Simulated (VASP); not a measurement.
Input of a VASP 6.6.1 run:

Contents of INCAR:

```
PREC = Accurate
ENCUT = 500
EDIFF = 1E-6
ISMEAR = -1
SIGMA = 0.02
LREAL = False
LASPH = True
NELM = 120
ALGO = Normal
ISIF = 2
LWAVE = False
LCHARG = True
GGA = CA
LELF = True
LVHAR = True
NBANDS = 22
GGA_COMPAT = False
```

File KPOINTS:

```
Automatic mesh
0
Gamma
  4 4 4
```

The input POSCAR:

```
InSb3
1.0
    0.0000000000      3.6807183500      4.0328993517
    3.6807183500      0.0000000000      4.0328993517
    3.6807183500      3.6807183500      0.0000000000
In Sb
1 3
Direct
    0.0000000000      0.0000000000      0.0000000000
    0.2500000000      0.2500000000      0.2500000000
    0.7500000000      0.7500000000      0.7500000000
    0.5000000000      0.5000000000      0.5000000000
```

Potentials or basis: VASP PAW LDA potentials, release 64 (In_d, Sb).

The run is started by

```bash
$ cat potpaw_LDA.64/In_d/POTCAR potpaw_LDA.64/Sb/POTCAR > POTCAR
$ mpirun -np 1 vasp_std > vasp.out
```

**Question.** Estimate the band gap on the k mesh.

**Answer.** Zero (bands 14 and 15 overlap by 3.72 eV).

**Question.** Estimate the pressure.

**Answer.** -4.7 GPa.

Stress tensor (GPa, compression positive):
```
-3.95  0.00  0.00
 0.00 -3.95  0.00
 0.00  0.00 -6.27
```

Caveat: the cell stands under tension; spin-orbit coupling is left out, which moves the levels of the heavy elements.
